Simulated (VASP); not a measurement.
The system is Ta2W.

```
Ta W
1.0
     4.74074    0.00000    0.00000
    -2.37037    4.10560    0.00000
     0.00000    0.00000    2.68682
Ta W
2 1
Direct
  0.33333 0.66667 0.50000
  0.66667 0.33333 0.50000
  0.00000 0.00000 0.00000
```

| Quantity | Value |
| --- | --- |
| Program | VASP 6.6.1 |
| Task | relaxation of cell and atoms |
| Functional | r2SCAN |
| Potentials or basis | VASP PAW PBE potentials, release 64 (Ta_pv, W_sv) |
| Cutoff | 600 eV |
| k mesh | 6 × 6 × 6 |
| Occupations | gaussian, width 0.1 eV |
| Spin | no spin polarisation |

At the start: pressure 0.9 GPa; volume 17.43 Å³/atom.

Q: Where does the relaxation end?

A: Over 5 steps the energy falls by 18.6 meV/atom and the volume is 17.59 Å³/atom (+0.9 %); space group P6/mmm (No. 191, to 0.1 Å) before and after.

Step by step:
| step | energy change (eV) | largest force (eV/Å) | pressure (GPa) | volume (Å³) |
| --- | --- | --- | --- | --- |
| 1 | 0.0000 | 0.0000 | 0.88 | 52.30 |
| 2 | 0.0211 | 0.0000 | 1.32 | 52.92 |
| 3 | -0.0554 | 0.0000 | 0.71 | 52.61 |
| 4 | -0.0538 | 0.0000 | -1.57 | 53.14 |
| 5 | -0.0557 | 0.0000 | 0.01 | 52.77 |

Final structure:
```xyz
3
Lattice="4.8089 0.0000 0.0000 -2.4045 4.1647 0.0000 0.0000 0.0000 2.6347" Properties=species:S:1:pos:R:3 pbc="T T T"
Ta    0.0000    2.7764    1.3173
Ta    2.4045    1.3882    1.3173
W     0.0000    0.0000    0.0000
```

Caveat: the k points lie up to 0.40 Å⁻¹ apart in the final cell, too coarse for converged energies and pressures of a metal; the PAW data sets were made with another functional, which shifts forces and pressure a little.
